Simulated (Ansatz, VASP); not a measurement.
**K3LuN2: VASP beside Ansatz**

```
K Lu N
1.0
     7.13169    0.00000    0.00000
    -3.56585    6.17623    0.00000
     0.00000    0.00000    5.42958
K Lu N
3 1 2
Direct
  0.50000 0.00000 0.50000
  0.00000 0.50000 0.50000
  0.50000 0.50000 0.50000
  0.00000 0.00000 0.00000
  0.00000 0.00000 0.61502
  0.00000 0.00000 0.38498
```

Alike in both runs: functional PBE; k mesh 6 × 6 × 8; occupations gaussian, width 0.1 eV; no spin polarisation.

Ansatz relaxed the structure, and its values are those at the end. VASP's run is a single point on that final structure, the one shown.

```csv
,VASP,Ansatz
version,VASP 6.6.1,Ansatz 0.2.0
potentials or method,"VASP PAW PBE potentials, release 64 (K_sv, Lu, N), cutoff 520 eV","scalar-relativistic, plane waves, PAW"
valence electrons in the cell,62,62
```

|  | VASP | Ansatz | Ansatz less VASP |
| --- | --- | --- | --- |
| gap on the k mesh at the Fermi level (eV) | none | none | - |
| pressure (GPa) | 0.1 | 0.0 | -0.12 |
| rms of the force components (eV/Å) | 0.029 | 0.000 | -0.0286 |

A gap of «none» marks a metal or a gap that the smearing closes.

Spin-orbit coupling is off throughout. Noted on VASP's run: the standard files for N, O and F lose accuracy on very short bonds.
